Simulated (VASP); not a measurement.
# Al9N in VASP: further runs

Runs on Al9N. Level: PBE. Tasks: relaxation of the atoms.

Everything below comes from runs of VASP 6.6.1. Logs are shortened: lines on timing, memory, paths and dates and some standing lists are left out, and cuts for length are marked.

**1. The cell of the first run**

The cell holds a slab with vacuum, 10 atoms: a = 2.854 Å, b = 2.854 Å, c = 34.261 Å, α = 90.00°, β = 90.00°, γ = 120.00°.

**2. Relaxation of the atoms, PBE**

Contents of INCAR:

```
SYSTEM = Al9N
PREC     = Accurate       ! precision mode
ENCUT    = 520            ! plane-wave cutoff, eV
EDIFF    = 1E-6           ! SCF threshold, eV
ISMEAR   = 0              ! smearing method
SIGMA    = 0.1            ! smearing width, eV
LREAL    = .FALSE.        ! projectors in reciprocal space
LASPH    = .TRUE.         ! aspherical terms in the spheres
NELM     = 60             ! most SCF steps
ALGO     = Normal         ! electronic algorithm
ISIF     = 2              ! what is computed and relaxed
LWAVE    = .FALSE.        ! write WAVECAR
LCHARG   = .FALSE.        ! write CHGCAR
LDIPOL   = .TRUE.       
IDIPOL   = 3            
DIPOL    = 0.5 0.5 0.421
GGA      = PE             ! functional
IBRION   = 2              ! ionic algorithm
NSW      = 36             ! ionic steps
EDIFFG   = -0.025         ! ionic threshold
```

Contents of KPOINTS:

```
regular mesh
0
G
  9 9 1
  0 0 0
```

Contents of POSCAR:

```
Al9N
1.0
    2.8535431553      0.0000000000      0.0000000000
   -1.4267715776      2.4712408633      0.0000000000
    0.0000000000      0.0000000000     34.2605581613
Al N
9 1
Selective dynamics
Direct
    0.3333333333      0.6666666667      0.1167523302  F F F
    0.0000000000      0.0000000000      0.1852090271  F F F
    0.6666666667      0.3333333333      0.2536657239  F F F
    0.0000000000      0.0000000000      0.3221224208  F F F
    0.3333333333      0.6666666667      0.3899858396  F F F
    0.0000000000      0.0000000000      0.4578168550  F F F
    0.6666666667      0.3333333333      0.5268325041  F F F
    0.0000000000      0.0000000000      0.5950901740  F F F
    0.3333333333      0.6666666667      0.6643370506  F F F
    0.3333333333      1.1666666667      0.6959827782  F F T
```

Potentials or basis: VASP PAW PBE potentials, release 64 (Al, N).

The run is started by

```
$ cat potpaw_PBE.64/Al/POTCAR potpaw_PBE.64/N/POTCAR > POTCAR
$ mpirun -np 1 vasp_std > vasp.out
```

OUTCAR:

```text
SYSTEM = Al9N
   PREC = Accurate
   ENCUT = 520
   EDIFF = 1E-6
   ISMEAR = 0
   LREAL = .FALSE.
   LASPH = .TRUE.
   NELM = 60
   ISIF = 2
   GGA = PE
   IBRION = 2
   NSW = 36
   EDIFFG = -0.025

 ion  position               nearest neighbor table
   1  0.333  0.667  0.117-   2 2.87   2 2.87   2 2.87
   2  0.000  0.000  0.185-   3 2.87   3 2.87   3 2.87   1 2.87   1 2.87   1 2.87
   3  0.667  0.333  0.254-   2 2.87   2 2.87   2 2.87   4 2.87   4 2.87   4 2.87
   4  0.000  0.000  0.322-   5 2.85   5 2.85   5 2.85   3 2.87   3 2.87   3 2.87
   5  0.333  0.667  0.390-   6 2.85   6 2.85   6 2.85   4 2.85   4 2.85   4 2.85
   6  0.000  0.000  0.458-   5 2.85   5 2.85   5 2.85   7 2.88   7 2.88   7 2.88
   7  0.667  0.333  0.527-   8 2.86   8 2.86   8 2.86   6 2.88   6 2.88   6 2.88
   8  0.000  0.000  0.595-   7 2.86   7 2.86   7 2.86   9 2.89   9 2.89   9 2.89
   9  0.333  0.667  0.664-  10 1.79  10 1.79   8 2.89   8 2.89   8 2.89
  10  0.333  0.167  0.696-   9 1.79   9 1.79

  LATTYP: Found a hexagonal cell.
 ALAT       =     2.8535431553
 C/A-ratio  =    12.0063220693

  Lattice vectors:

 A1 = (   2.8535431553,   0.0000000000,   0.0000000000)
 A2 = (  -1.4267715776,   2.4712408633,   0.0000000000)
 A3 = (   0.0000000000,   0.0000000000,  34.2605581613)

Analysis of symmetry for initial positions (statically):
=====================================================================
 Subroutine PRICEL returns:
 Original cell was already a primitive cell.

 Routine SETGRP: Setting up the symmetry group for a
 hexagonal supercell.

 Subroutine GETGRP returns: Found  2 space group operations
 (whereof  2 operations were pure point group operations)
 out of a pool of 24 trial point group operations.

The static configuration has the point symmetry C_1h.

Analysis of symmetry for dynamics (positions and initial velocities):
=====================================================================
 Subroutine PRICEL returns:
 Original cell was already a primitive cell.

 Routine SETGRP: Setting up the symmetry group for a
 hexagonal supercell.

 Subroutine GETGRP returns: Found  2 space group operations
 (whereof  2 operations were pure point group operations)
 out of a pool of 24 trial point group operations.

The dynamic configuration has the point symmetry C_1h.

Analysis of constrained symmetry for selective dynamics:
=====================================================================
 Subroutine PRICEL returns:
 Original cell was already a primitive cell.

 Routine SETGRP: Setting up the symmetry group for a
 hexagonal supercell.

 Subroutine GETGRP returns: Found  2 space group operations
 (whereof  2 operations were pure point group operations)
 out of a pool of 24 trial point group operations.

The constrained configuration has the point symmetry C_1h.

 Subroutine INISYM returns: Found  2 space group operations
 (whereof  2 operations are pure point group operations),
 and found     1 'primitive' translations

----------------------------------------------------------------------------------------

                                     Primitive cell

  volume of cell :     241.5983

  direct lattice vectors                    reciprocal lattice vectors
     2.853543155  0.000000000  0.000000000     0.350441520  0.202327506  0.000000000
    -1.426771578  2.471240863  0.000000000     0.000000000  0.404655012  0.000000000
     0.000000000  0.000000000 34.260558161     0.000000000  0.000000000  0.029188083

  length of vectors
     2.853543155  2.853543155 34.260558161     0.404655012  0.404655012  0.029188083

  position of ions in fractional coordinates (direct lattice)
     0.333333333  0.666666667  0.116752330
     0.000000000  0.000000000  0.185209027
     0.666666667  0.333333333  0.253665724
     0.000000000  0.000000000  0.322122421
     0.333333333  0.666666667  0.389985840
     0.000000000  0.000000000  0.457816855
     0.666666667  0.333333333  0.526832504
     0.000000000  0.000000000  0.595090174
     0.333333333  0.666666667  0.664337051
     0.333333333  0.166666667  0.695982778

  ion indices of the primitive-cell ions
   primitive index   ion index
                 1           1
                 2           2
                 3           3
                 4           4
                 5           5
                 6           6
                 7           7
                 8           8
                 9           9
                10          10

----------------------------------------------------------------------------------------

 KPOINTS: regular mesh

Automatic generation of k-mesh.
 Grid dimensions read from file:
 generate k-points for:    9    9    1

 Generating k-lattice:

  Cartesian coordinates                     Fractional coordinates (reciprocal lattice)
     0.038937947  0.022480834  0.000000000     0.111111111 -0.000000000  0.000000000
     0.000000000  0.044961668  0.000000000     0.000000000  0.111111111  0.000000000
     0.000000000  0.000000000  0.029188083     0.000000000  0.000000000  1.000000000

  Length of vectors
     0.044961668  0.044961668  0.029188083

  Shift w.r.t. Gamma in fractional coordinates (k-lattice)
     0.000000000  0.000000000  0.000000000

 Subroutine IBZKPT returns following result:
 ===========================================

 Found     25 irreducible k-points:

 Following reciprocal coordinates:
            Coordinates               Weight
  0.000000  0.000000  0.000000      1.000000
  0.111111  0.000000  0.000000      2.000000
  0.000000  0.111111  0.000000      4.000000
  0.222222  0.000000  0.000000      2.000000
  0.000000  0.222222  0.000000      4.000000
  0.333333  0.000000  0.000000      2.000000
[... 16 lines left out ...]
 -0.222222 -0.444444  0.000000      4.000000
  0.444444  0.333333  0.000000      4.000000
   k-points           NKPTS =     25   k-points in BZ     NKDIM =     25   number of bands    NBANDS=     22
   number of dos      NEDOS =    301   number of ions     NIONS =     10
   total plane-waves  NPLWV = 147456
   dimension x,y,z NGX =    24 NGY =   24 NGZ =  256
   dimension x,y,z NGXF=    48 NGYF=   48 NGZF=  512
   ions per type =               9   1
   NGX,Y,Z   is equivalent  to a cutoff of  13.98, 13.98, 12.42 a.u.
   NGXF,Y,Z  is equivalent  to a cutoff of  27.96, 27.96, 24.84 a.u.
 SYSTEM =  Al9N
   PREC   = accura    normal or accurate (medium, high low for compatibility)
   ISTART =      0    job   : 0-new  1-cont  2-samecut
   ICHARG =      2    charge: 1-file 2-atom 10-const
   ISPIN  =      1    spin polarized calculation?
   LNONCOLLINEAR =      F non collinear calculations
   LSORBIT =      F    spin-orbit coupling
   LASPH  =      T    aspherical Exc in radial PAW
   ENCUT  =  520.0 eV  38.22 Ry    6.18 a.u.   5.31  5.31 63.70*2*pi/ulx,y,z
   NELM   =     60;   NELMIN=  2; NELMDL= -5     # of ELM steps
   EDIFF  = 0.1E-05   stopping-criterion for ELM
   LREAL  =      F    real-space projection
   EDIFFG = -.3E-01   stopping-criterion for IOM
   NSW    =     36    number of steps for IOM
   IBRION =      2    ionic relax: 0-MD 1-quasi-New 2-CG
   NFREE  =      1    steps in history (QN), initial steepest desc. (CG)
   ISIF   =      2    stress and relaxation
   ISYM   =      2    0-nonsym 1-usesym 2-fastsym
   POTIM  = 0.5000    time-step for ionic-motion
   TEBEG  =    0.0;   TEEND  =   0.0 temperature during run
   PSTRESS=    0.0 pullay stress
   NELECT =      32.0000    total number of electrons
   NUPDOWN=      -1.0000    fix difference up-down
   EMIN   =  10.00;   EMAX   =-10.00  energy-range for DOS
   EFERMI =   0.00;   METHOD = LEGACY
   ISMEAR =     0;   SIGMA  =   0.10  broadening in eV -4-tet -1-fermi 0-gaus
   EFERMI_NEDOS =   21; number of points for ismear=-14 and -15
   IALGO  =     38    algorithm
   IMIX   =      4    mixing-type and parameters
     AMIX     =   0.40;   BMIX     =  1.00
     AMIX_MAG =   1.60;   BMIX_MAG =  1.00
  volume/ion in A,a.u.               =      24.16       163.04
  Fermi-wavevector in a.u.,A,eV,Ry     =   0.834501  1.576978  9.474986  0.696392
  Thomas-Fermi vector in A             =   1.947903
   LORBIT       =      0    0 simple, 1 ext, 2 COOP (PROOUT), +10 PAW based schemes
   GGA     = PE    functional components
   LHFCALC =     F    Hartree Fock is set to
   AEXX    =    0.0000 exact exchange contribution
   IVDW    =     0    specifies the selected vdW correction
   LEPSILON=     F    determine dielectric tensor
   LRPA    =     F    only Hartree local field effects (RPA)
 conjugate gradient relaxation of ions
 non-spin polarized calculation
 Gauss-broadening in eV      SIGMA  =   0.10
  energy-cutoff  :      520.00
  volume of cell :      241.60
 maximum number of plane-waves:      6547
 NGX is ok and might be reduce to    24
   NGX = 11   NGY = 11   NGZ =127

 dipolmoment           0.000000      0.000000     -0.061562 electrons x Angstroem

--------------------------------------- Ionic step        1  -------------------------------------------

 number of electron      31.9999999 magnetization

 Free energy of the ion-electron system (eV)
  ---------------------------------------------------
  ext. energy  EPLUGINS =         0.00000000
  ---------------------------------------------------
  free energy    TOTEN  =       -39.93061025 eV

  energy without entropy =      -39.90086506  energy(sigma->0) =      -39.91573765

------------------------ aborting loop because EDIFF is reached ----------------------------------------

  FORCE on cell =-STRESS in cart. coord.  units (eV):
  Direction    XX          YY          ZZ          XY          YZ          ZX
  --------------------------------------------------------------------------------------
  -------------------------------------------------------------------------------------
  Total        0.8205440      3.7209128     -0.8564111     -2.5117930      0.0480766      0.0832711
  in kB        5.4414986     24.6755091     -5.6793539    -16.6571417      0.3188233      0.5522182
  external PRESSURE =       8.1458846 kB  Pullay stress =       0.0000000 kB
[... 117 lines left out ...]
  energy  without entropy=      -39.9986188598  energy(sigma->0) =      -40.01286799

--------------------------------------- Ionic step        4  -------------------------------------------

 number of electron      31.9999999 magnetization

 dipolmoment           0.000000      0.000000      0.151744 electrons x Angstroem

 Free energy of the ion-electron system (eV)
  ---------------------------------------------------
  ext. energy  EPLUGINS =         0.00000000
  ---------------------------------------------------
  free energy    TOTEN  =       -40.02970688 eV

  energy without entropy =      -40.00174091  energy(sigma->0) =      -40.01572389

 E-fermi :   2.7353     XC(G=0):  -7.0352

 val. band max:        2.7291355160   @ k =   0.3333   0.3333   0.0000
 cond. band min:       2.7442159011   @ k =   0.2222   0.2222   0.0000
 fundamental gap:      0.0150803851
 Fermi energy:         2.7352526949

 k-point     1 :       0.0000    0.0000    0.0000
  band No.  band energies     occupation
      1     -12.1910      2.00000
      2      -8.3640      2.00000
      3      -8.0653      2.00000
      4      -7.6606      2.00000
      5      -7.0476      2.00000
      6      -6.2755      2.00000
[... 574 lines left out ...]
      6      -1.4538      2.00000
[... 14 lines left out ...]
     21       3.3360      0.00000
     22       3.5043      0.00000

 [... further k-points ...]

------------------------ aborting loop because EDIFF is reached ----------------------------------------

 vacuum level on the upper side and lower side of the slab       (xc-potential included)         1.896        -1.930

  FORCE on cell =-STRESS in cart. coord.  units (eV):
  Direction    XX          YY          ZZ          XY          YZ          ZX
  --------------------------------------------------------------------------------------
  -------------------------------------------------------------------------------------
  Total        2.2736213      7.0788522      0.9111728     -4.1614521     -0.0047563     -0.0082382
  in kB       15.0776878     46.9439328      6.0425101    -27.5969777     -0.0315420     -0.0546323
  external PRESSURE =      22.6880436 kB  Pullay stress =       0.0000000 kB

 VOLUME and BASIS-vectors are now :
 -----------------------------------------------------------------------------
  energy-cutoff  :      520.00
  volume of cell :      241.60
      direct lattice vectors                 reciprocal lattice vectors
     2.853543155  0.000000000  0.000000000     0.350441520  0.202327506  0.000000000
    -1.426771578  2.471240863  0.000000000     0.000000000  0.404655012  0.000000000
     0.000000000  0.000000000 34.260558161     0.000000000  0.000000000  0.029188083
[... 16 lines left out ...]
  FREE ENERGIE OF THE ION-ELECTRON SYSTEM (eV)
  ---------------------------------------------------
  free  energy   TOTEN  =       -40.0297068763 eV

  energy  without entropy=      -40.0017409087  energy(sigma->0) =      -40.01572389

 reached required accuracy - stopping structural energy minimisation

 vacuum level on the upper side and lower side of the slab        10.623         6.757
```

Run time: 8.7 min. Hardware: 1 thread of Intel Xeon 6975P-C (Granite Rapids), shared host; peak memory 0.45 GiB.

What came out:

| Item | Value |
| --- | --- |
| Free energy | -40.0297 eV |
| Energy gained by relaxing | 9.9 meV/atom |
| Ionic steps | 4 |

Step by step:
| step | energy change (eV) | largest force on free atoms (eV/Å) | pressure (GPa) |
| --- | --- | --- | --- |
| 1 | 0.0000 | 1.3196 | 0.81 |
| 2 | -0.0703 | 0.7960 | 1.53 |
| 3 | -0.0965 | 0.2396 | 1.99 |
| 4 | -0.0991 | 0.0041 | 2.27 |

Final structure:
```
CELL_PARAMETERS angstrom
2.85354 0.00000 0.00000
-1.42677 2.47124 0.00000
0.00000 0.00000 34.26056
ATOMIC_POSITIONS crystal
Al 0.33333 0.66667 0.11675
Al 0.00000 0.00000 0.18521
Al 0.66667 0.33333 0.25367
Al 0.00000 0.00000 0.32212
Al 0.33333 0.66667 0.38999
Al 0.00000 0.00000 0.45782
Al 0.66667 0.33333 0.52683
Al 0.00000 0.00000 0.59509
Al 0.33333 0.66667 0.66434
N 0.33333 0.16667 0.69205
```

Caveat: the highest band is partly filled, so the run has too few bands.

**3. Relaxation of the atoms, PBE**

Contents of INCAR:

```
SYSTEM = Al9N
PREC = Accurate
ENCUT = 520
EDIFF = 1E-6
ISMEAR = 0
SIGMA = 0.1
LREAL = .FALSE.
LASPH = .TRUE.
NELM = 80
ALGO = Fast
ISIF = 2
LWAVE = .FALSE.
LCHARG = .FALSE.
LDIPOL = .TRUE.
IDIPOL = 3
DIPOL = 0.5 0.5 0.422
GGA = PE
IBRION = 2
NSW = 36
EDIFFG = -0.025
```

KPOINTS is that of step 2.

POSCAR: that of step 2 with these lines changed.

```diff
@@ -18,2 +18,2 @@
     0.3333333333      0.6666666667      0.6643370506  F F F
-    0.3333333333      1.1666666667      0.6959827782  F F T
+    0.5000000000      1.0000000000      0.7088255345  F F T
```

Potentials or basis: VASP PAW PBE potentials, release 64 (Al, N).

The run is started by

```
$ cat potpaw_PBE.64/Al/POTCAR potpaw_PBE.64/N/POTCAR > POTCAR
$ mpirun -np 1 vasp_std > vasp.out
```

It took 19 min on 1 thread of Oxide Virtual Turin-like, shared host; peak memory 0.42 GiB.

Results (log left out):

```
Free energy               : -38.1673 eV
Energy gained by relaxing : 2.1 meV/atom
Ionic steps               : 3
```

Step by step:
| step | energy change (eV) | largest force on free atoms (eV/Å) | pressure (GPa) |
| --- | --- | --- | --- |
| 1 | 0.0000 | 0.8717 | -0.10 |
| 2 | -0.0206 | 0.1322 | -0.49 |
| 3 | -0.0211 | 0.0085 | -0.55 |

Final structure:
```
CELL_PARAMETERS angstrom
2.85354 0.00000 0.00000
-1.42677 2.47124 0.00000
0.00000 0.00000 34.26056
ATOMIC_POSITIONS crystal
Al 0.33333 0.66667 0.11675
Al 0.00000 0.00000 0.18521
Al 0.66667 0.33333 0.25367
Al 0.00000 0.00000 0.32212
Al 0.33333 0.66667 0.38999
Al 0.00000 0.00000 0.45782
Al 0.66667 0.33333 0.52683
Al 0.00000 0.00000 0.59509
Al 0.33333 0.66667 0.66434
N 0.50000 0.00000 0.71030
```

Levels at points of the mesh, in eV from the Fermi level:
```tsv
k point	band 11	band 12	band 13	band 14	band 15	band 16	band 17	band 18	band 19	band 20
(0.00, 0.00, 0.00)	-3.72	-2.44	-1.20	0.12	1.02	1.21	1.71	3.08	4.14	5.25
```

Caveat: the highest band is partly filled, so the run has too few bands.
